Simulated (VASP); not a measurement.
# NaB2 (P6/mmm) in VASP: further runs

The runs below take NaB2 through single point, relaxation of cell and atoms, with PBE.

Everything below comes from runs of VASP 6.6.1. Logs are shortened: lines on timing, memory, paths and dates and some standing lists are left out, and cuts for length are marked.

### 1 The cell of the first run

Symmetry: P6/mmm, No. 191, hexagonal system. The conventional cell has a = 3.037 Å, b = 3.037 Å, c = 4.299 Å, α = 90.00°, β = 90.00°, γ = 120.00°. Within 3.7 Å of Na (site symmetry 6/mmm) lie 12 B at 2.77 Å and 6 Na at 3.04 Å. Within 2.3 Å of B (site symmetry -6m2) lie 3 B at 1.75 Å.

The cell was generated, and may not be a known phase.

### 2 Single point, PBE

The input, INCAR:

```
  PREC = Accurate
  ENCUT = 520
  EDIFF = 1E-7
  ISMEAR = 0
  SIGMA = 0.1
  LREAL = False
  LASPH = True
  NELM = 100
  ALGO = Normal
  ISIF = 2
  LWAVE = False
  LCHARG = True
  GGA = PE
  LELF = True
  LVHAR = True
  NBANDS = 14
```

The input, KPOINTS:

```
regular mesh
0
Gamma
  6 6 4
```

The input, POSCAR:

```
NaB2
1.0
    3.0371432762     -0.0000000026      0.0000000000
   -1.5185716358      2.6302432334      0.0000000000
    0.0000000000      0.0000000000      4.2990676377
Na B
1 2
Direct
    0.0000000000      0.0000000000      0.0000000000
    0.6666666667      0.3333333333      0.4999990370
    0.3333333333      0.6666666667      0.5000009630
```

Potentials or basis: VASP PAW PBE potentials, release 64 (Na_pv, B).

Started as:

```
cat potpaw_PBE.64/Na_pv/POTCAR potpaw_PBE.64/B/POTCAR > POTCAR
mpirun -np 1 vasp_std > vasp.out
```

OUTCAR:

```text
PREC = Accurate
   ENCUT = 520
   EDIFF = 1E-7
   ISMEAR = 0
   LREAL = False
   LASPH = True
   NELM = 100
   ISIF = 2
   GGA = PE

 ion  position               nearest neighbor table
   1  0.000  0.000  0.000-
   2  0.667  0.333  0.500-   3 1.75   3 1.75   3 1.75
   3  0.333  0.667  0.500-   2 1.75   2 1.75   2 1.75

  LATTYP: Found a hexagonal cell.
 ALAT       =     3.0371432762
 C/A-ratio  =     1.4154971454

  Lattice vectors:

 A1 = (   3.0371432762,  -0.0000000026,   0.0000000000)
 A2 = (  -1.5185716358,   2.6302432334,   0.0000000000)
 A3 = (   0.0000000000,   0.0000000000,   4.2990676377)

Analysis of symmetry for initial positions (statically):
=====================================================================
 Subroutine PRICEL returns:
 Original cell was already a primitive cell.

 Routine SETGRP: Setting up the symmetry group for a
 hexagonal supercell.

 Subroutine GETGRP returns: Found 24 space group operations
 (whereof 24 operations were pure point group operations)
 out of a pool of 24 trial point group operations.

The static configuration has the point symmetry D_6h.

Analysis of symmetry for dynamics (positions and initial velocities):
=====================================================================
 Subroutine PRICEL returns:
 Original cell was already a primitive cell.

 Routine SETGRP: Setting up the symmetry group for a
 hexagonal supercell.

 Subroutine GETGRP returns: Found 24 space group operations
 (whereof 24 operations were pure point group operations)
 out of a pool of 24 trial point group operations.

The dynamic configuration has the point symmetry D_6h.

 Subroutine INISYM returns: Found 24 space group operations
 (whereof 24 operations are pure point group operations),
 and found     1 'primitive' translations

----------------------------------------------------------------------------------------

                                     Primitive cell

  volume of cell :      34.3428

  direct lattice vectors                    reciprocal lattice vectors
     3.037143276 -0.000000003  0.000000000     0.329256775  0.190096487  0.000000000
    -1.518571636  2.630243233  0.000000000     0.000000000  0.380192975  0.000000000
     0.000000000  0.000000000  4.299067638     0.000000000  0.000000000  0.232608576

  length of vectors
     3.037143276  3.037143276  4.299067638     0.380192975  0.380192975  0.232608576

  position of ions in fractional coordinates (direct lattice)
     0.000000000  0.000000000  0.000000000
     0.666666667  0.333333333  0.499999037
     0.333333333  0.666666667  0.500000963

  ion indices of the primitive-cell ions
   primitive index   ion index
                 1           1
                 2           2
                 3           3

----------------------------------------------------------------------------------------

 KPOINTS: regular mesh

Automatic generation of k-mesh.
 Grid dimensions read from file:
 generate k-points for:    6    6    4

 Generating k-lattice:

  Cartesian coordinates                     Fractional coordinates (reciprocal lattice)
     0.054876129  0.031682748  0.000000000     0.166666667 -0.000000000  0.000000000
     0.000000000  0.063365496  0.000000000     0.000000000  0.166666667  0.000000000
     0.000000000  0.000000000  0.058152144     0.000000000  0.000000000  0.250000000

  Length of vectors
     0.063365496  0.063365496  0.058152144

  Shift w.r.t. Gamma in fractional coordinates (k-lattice)
     0.000000000  0.000000000  0.000000000

 Subroutine IBZKPT returns following result:
 ===========================================

 Found     21 irreducible k-points:

 Following reciprocal coordinates:
            Coordinates               Weight
  0.000000  0.000000  0.000000      1.000000
  0.166667 -0.000000  0.000000      6.000000
  0.333333  0.000000  0.000000      6.000000
  0.500000 -0.000000  0.000000      3.000000
  0.166667  0.166667  0.000000      6.000000
  0.333333  0.166667  0.000000     12.000000
[... 13 lines left out ...]
  0.333333  0.166667  0.500000     12.000000
  0.333333  0.333333  0.500000      2.000000
   k-points           NKPTS =     21   k-points in BZ     NKDIM =     21   number of bands    NBANDS=     14
   number of dos      NEDOS =    301   number of ions     NIONS =      3
   total plane-waves  NPLWV =  18432
   dimension x,y,z NGX =    24 NGY =   24 NGZ =   32
   dimension x,y,z NGXF=    48 NGYF=   48 NGZF=   64
   ions per type =               1   2
   NGX,Y,Z   is equivalent  to a cutoff of  13.14, 13.14, 12.37 a.u.
   NGXF,Y,Z  is equivalent  to a cutoff of  26.27, 26.27, 24.75 a.u.
 SYSTEM =  unknown system
   PREC   = accura    normal or accurate (medium, high low for compatibility)
   ISTART =      0    job   : 0-new  1-cont  2-samecut
   ICHARG =      2    charge: 1-file 2-atom 10-const
   ISPIN  =      1    spin polarized calculation?
   LNONCOLLINEAR =      F non collinear calculations
   LSORBIT =      F    spin-orbit coupling
   LASPH  =      T    aspherical Exc in radial PAW
   ENCUT  =  520.0 eV  38.22 Ry    6.18 a.u.   5.65  5.65  7.99*2*pi/ulx,y,z
   NELM   =    100;   NELMIN=  2; NELMDL= -5     # of ELM steps
   EDIFF  = 0.1E-06   stopping-criterion for ELM
   LREAL  =      F    real-space projection
   EDIFFG = 0.1E-05   stopping-criterion for IOM
   NSW    =      0    number of steps for IOM
   IBRION =     -1    ionic relax: 0-MD 1-quasi-New 2-CG
   NFREE  =      0    steps in history (QN), initial steepest desc. (CG)
   ISIF   =      2    stress and relaxation
   ISYM   =      2    0-nonsym 1-usesym 2-fastsym
   POTIM  = 0.5000    time-step for ionic-motion
   TEBEG  =    0.0;   TEEND  =   0.0 temperature during run
   PSTRESS=    0.0 pullay stress
   NELECT =      13.0000    total number of electrons
   NUPDOWN=      -1.0000    fix difference up-down
   EMIN   =  10.00;   EMAX   =-10.00  energy-range for DOS
   EFERMI =   0.00;   METHOD = LEGACY
   ISMEAR =     0;   SIGMA  =   0.10  broadening in eV -4-tet -1-fermi 0-gaus
   EFERMI_NEDOS =   21; number of points for ismear=-14 and -15
   IALGO  =     38    algorithm
   IMIX   =      4    mixing-type and parameters
     AMIX     =   0.40;   BMIX     =  1.00
     AMIX_MAG =   1.60;   BMIX_MAG =  1.00
  volume/ion in A,a.u.               =      11.45        77.25
  Fermi-wavevector in a.u.,A,eV,Ry     =   1.184252  2.237912 19.081529  1.402453
  Thomas-Fermi vector in A             =   2.320470
   LORBIT       =      0    0 simple, 1 ext, 2 COOP (PROOUT), +10 PAW based schemes
   GGA     = PE    functional components
   LHFCALC =     F    Hartree Fock is set to
   AEXX    =    0.0000 exact exchange contribution
   IVDW    =     0    specifies the selected vdW correction
   LEPSILON=     F    determine dielectric tensor
   LRPA    =     F    only Hartree local field effects (RPA)
 non-spin polarized calculation
 Gauss-broadening in eV      SIGMA  =   0.10
  energy-cutoff  :      520.00
  volume of cell :       34.34
 maximum number of plane-waves:       942
 NGX is ok and might be reduce to    24
   NGX = 11   NGY = 11   NGZ = 15

 number of electron      12.9999984 magnetization

 Free energy of the ion-electron system (eV)
  ---------------------------------------------------
  ext. energy  EPLUGINS =         0.00000000
  ---------------------------------------------------
  free energy    TOTEN  =       -13.77071799 eV

  energy without entropy =      -13.75993087  energy(sigma->0) =      -13.76532443

 E-fermi :   2.6900     XC(G=0):  -9.9258

 val. band max:        2.6843090263   @ k =   0.1667  -0.0000   0.2500
 cond. band min:       2.7270626733   @ k =   0.1667  -0.0000   0.5000
 fundamental gap:      0.0427536470
 Fermi energy:         2.6900388775

 k-point     1 :       0.0000    0.0000    0.0000
  band No.  band energies     occupation
      1     -20.4030      2.00000
      2     -20.4023      2.00000
      3     -20.4022      2.00000
      4      -7.6768      2.00000
      5       0.2635      2.00000
      6       4.4390      0.00000
      7       4.4390      0.00000
      8       4.8594      0.00000
      9      11.4560      0.00000
     10      11.4560      0.00000
     11      13.3512      0.00000
     12      13.6172      0.00000
     13      18.8411      0.00000
     14      20.4041      0.00000

 k-point     2 :       0.1667   -0.0000    0.0000
  band No.  band energies     occupation
      1     -20.4564      2.00000
      2     -20.4138      2.00000
      3     -20.3923      2.00000
      4      -7.1999      2.00000
      5       0.7366      2.00000
      6       2.6421      1.50178
      7       3.6143      0.00000
      8       5.4255      0.00000
      9      11.1067      0.00000
     10      11.9193      0.00000
     11      13.2650      0.00000
     12      13.9880      0.00000
     13      18.5395      0.00000
     14      19.0620      0.00000

 k-point     3 :       0.3333    0.0000    0.0000
  band No.  band energies     occupation
      1     -20.5622      2.00000
      2     -20.4370      2.00000
      3     -20.3710      2.00000
      4      -5.8055      2.00000
      5      -0.5492      2.00000
      6       2.0921      2.00000
      7       2.4810      1.99688
      8       6.9972      0.00000
      9       8.6219      0.00000
     10      10.1830      0.00000
     11      12.8464      0.00000
     12      17.0872      0.00000
     13      17.2189      0.00000
     14      18.5458      0.00000

 k-point     4 :       0.5000   -0.0000    0.0000
  band No.  band energies     occupation
      1     -20.6140      2.00000
      2     -20.4485      2.00000
      3     -20.3604      2.00000
      4      -3.9004      2.00000
      5      -3.1488      2.00000
      6       2.0426      2.00000
      7       3.4458      0.00000
      8       6.4604      0.00000
      9       8.9261      0.00000
     10       9.1652      0.00000
     11      11.2105      0.00000
     12      16.6206      0.00000
     13      17.9491      0.00000
     14      19.2865      0.00000

 k-point     5 :       0.1667    0.1667    0.0000
  band No.  band energies     occupation
      1     -20.5258      2.00000
      2     -20.4415      2.00000
      3     -20.3764      2.00000
      4      -6.2645      2.00000
      5       0.8382      2.00000
      6       1.6626      2.00000
      7       1.8911      2.00000
      8       6.5235      0.00000
      9       9.6434      0.00000
     10      12.2382      0.00000
     11      12.3703      0.00000
[... 225 lines left out ...]
 k-point    19 :       0.1667    0.1667    0.5000
  band No.  band energies     occupation
      1     -20.5243      2.00000
      2     -20.4409      2.00000
      3     -20.3872      2.00000
      4      -5.9581      2.00000
      5      -0.0292      2.00000
      6       0.9423      2.00000
      7       1.9538      2.00000
      8       8.2811      0.00000
      9      11.1986      0.00000
     10      12.3051      0.00000
     11      13.5314      0.00000
     12      14.0062      0.00000
     13      15.0857      0.00000
     14      17.7779      0.00000

 k-point    20 :       0.3333    0.1667    0.5000
  band No.  band energies     occupation
      1     -20.5844      2.00000
      2     -20.4756      2.00000
      3     -20.3690      2.00000
      4      -4.2750      2.00000
      5      -1.6662      2.00000
      6       0.7893      2.00000
      7       1.9365      2.00000
      8       5.3921      0.00000
      9      11.8432      0.00000
     10      12.3180      0.00000
     11      13.0994      0.00000
     12      15.6169      0.00000
     13      15.8820      0.00000
     14      16.6276      0.00000

 k-point    21 :       0.3333    0.3333    0.5000
  band No.  band energies     occupation
      1     -20.5458      2.00000
      2     -20.5458      2.00000
      3     -20.3630      2.00000
      4      -2.5578      2.00000
      5      -2.5578      2.00000
      6      -0.9661      2.00000
      7       3.7851      0.00000
      8       3.7851      0.00000
      9      10.1703      0.00000
     10      14.5363      0.00000
     11      14.5363      0.00000
     12      15.3656      0.00000
     13      15.3656      0.00000
     14      16.2813      0.00000

------------------------ aborting loop because EDIFF is reached ----------------------------------------

  FORCE on cell =-STRESS in cart. coord.  units (eV):
  Direction    XX          YY          ZZ          XY          YZ          ZX
  --------------------------------------------------------------------------------------
  -------------------------------------------------------------------------------------
  Total       -0.0098815     -0.0098815      0.0669545     -0.0000000      0.0000000      0.0000000
  in kB       -0.4609989     -0.4609989      3.1235955     -0.0000000      0.0000000      0.0000000
  external PRESSURE =       0.7338659 kB  Pullay stress =       0.0000000 kB

 VOLUME and BASIS-vectors are now :
 -----------------------------------------------------------------------------
  energy-cutoff  :      520.00
  volume of cell :       34.34
      direct lattice vectors                 reciprocal lattice vectors
     3.037143276 -0.000000003  0.000000000     0.329256775  0.190096487  0.000000000
    -1.518571636  2.630243233  0.000000000     0.000000000  0.380192975  0.000000000
     0.000000000  0.000000000  4.299067638     0.000000000  0.000000000  0.232608576

 POSITION                                       TOTAL-FORCE (eV/Angst)
 -----------------------------------------------------------------------------------
      0.00000      0.00000      0.00000        -0.000000      0.000000      0.000000
      1.51857      0.87675      2.14953         0.000000     -0.000000      0.000000
      0.00000      1.75350      2.14954        -0.000000      0.000000      0.000000
 -----------------------------------------------------------------------------------
    total drift:                                0.000000     -0.000000      0.000000

  FREE ENERGIE OF THE ION-ELECTRON SYSTEM (eV)
  ---------------------------------------------------
  free  energy   TOTEN  =       -13.7707179940 eV

  energy  without entropy=      -13.7599308698  energy(sigma->0) =      -13.76532443
```

Run time: 7.7 s. Hardware: 1 thread of AMD EPYC 7R13, shared host; peak memory 0.11 GiB.

What came out:

- Free energy: -13.7707 eV
- Pressure: 0.1 GPa
- Band gap on the k mesh: zero (an odd number of electrons rules out a gap without spin polarisation)

Caveat: the k points lie up to 0.40 Å⁻¹ apart, too coarse for converged energies and pressures of a metal.

(Part 1 of 2 ends here.)

The gap in the log of VASP goes by the Fermi energy; the results here count the filled bands.